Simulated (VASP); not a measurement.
Input of a VASP 6.6.1 run:

The input INCAR:

```
SYSTEM = Ta
  PREC = Accurate
  ENCUT = 520
  EDIFF = 1E-7
  ISMEAR = 1
  SIGMA = 0.05
  LREAL = .FALSE.
  LASPH = .TRUE.
  NELM = 60
  ALGO = Normal
  ISIF = 2
  LWAVE = .FALSE.
  LCHARG = .FALSE.
  GGA = PS
  NBANDS = 18
```

Contents of KPOINTS:

```
Automatic mesh
0
G
  17 17 9
  0 0 0
```

POSCAR

```
Ta
1.0
    2.5613886669      0.0000000000      0.0000000000
   -1.2806943335      2.2182276545      0.0000000000
    0.0000000000      0.0000000000      4.4680295488
Ta
2
Direct
    0.3333333333      0.6666666667      0.2500000000
    0.6666666667      0.3333333333      0.7500000000
```

Potentials or basis: VASP PAW PBE potentials, release 64 (Ta_pv).

Launch:

```bash
$ cat potpaw_PBE.64/Ta_pv/POTCAR > POTCAR
$ mpirun -np 1 vasp_std > vasp.out
```

What does it give for the pressure?

138.2 GPa.

What does it give for the band gap on the k mesh?

Zero (bands 11 and 12 overlap by 3.86 eV).

Stress tensor (GPa, compression positive):
```
137.74   0.00   0.00
  0.00 137.74   0.00
  0.00   0.00 138.98
```

Caveat: the cell stands under pressure; the PAW data sets were made with another functional, which shifts forces and pressure a little; spin-orbit coupling is left out, which moves the levels of the heavy elements.
